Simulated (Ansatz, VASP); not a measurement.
**One calculation of Na3Mn, two programs**

```
CELL_PARAMETERS angstrom
4.18818 0.00000 0.00000
0.00000 4.18818 0.00000
0.00000 0.00000 4.18818
ATOMIC_POSITIONS crystal
Na 0.00000 0.50000 0.50000
Na 0.50000 0.00000 0.50000
Na 0.50000 0.50000 0.00000
Mn 0.00000 0.00000 0.00000
```

Alike in both runs: task relaxation of cell and atoms; functional PBE; k mesh 4 × 4 × 4; occupations gaussian, width 0.1 eV; collinear spin.

|  | VASP | Ansatz |
| --- | --- | --- |
| version | VASP 6.6.1 | Ansatz 0.2.0 |
| potentials or method | VASP PAW PBE potentials, release 64 (Na_pv, Mn_pv), cutoff 600 eV | scalar-relativistic, plane waves, PAW |
| valence electrons in the cell | 34 | 42 |

```csv
,VASP,Ansatz,Ansatz less VASP
"gap on the k mesh at the Fermi level, each at its own relaxed structure (eV)",none,none,-
net moment per atom (μB),1.09,1.11,+0.012
size of the moment on the site where the two differ most (μB),4.25,4.56,+0.314
relaxed volume (Å³/atom),28.75,29.79,+1.047
relaxed cell length with the largest relative difference (Å),4.863,4.921,+0.0583
```

Site moments also hang on the region over which each program counts them. A gap of «none» marks a metal or a gap that the smearing closes. VASP's potentials hold 34 valence electrons a cell and Ansatz's 42, so a difference there can come from the potentials and not from the codes.

The k mesh is coarse, so the values compare programs but aren't converged. Noted on VASP's run: the volume moved by over 15 % at a fixed basis, so the end points are rough.
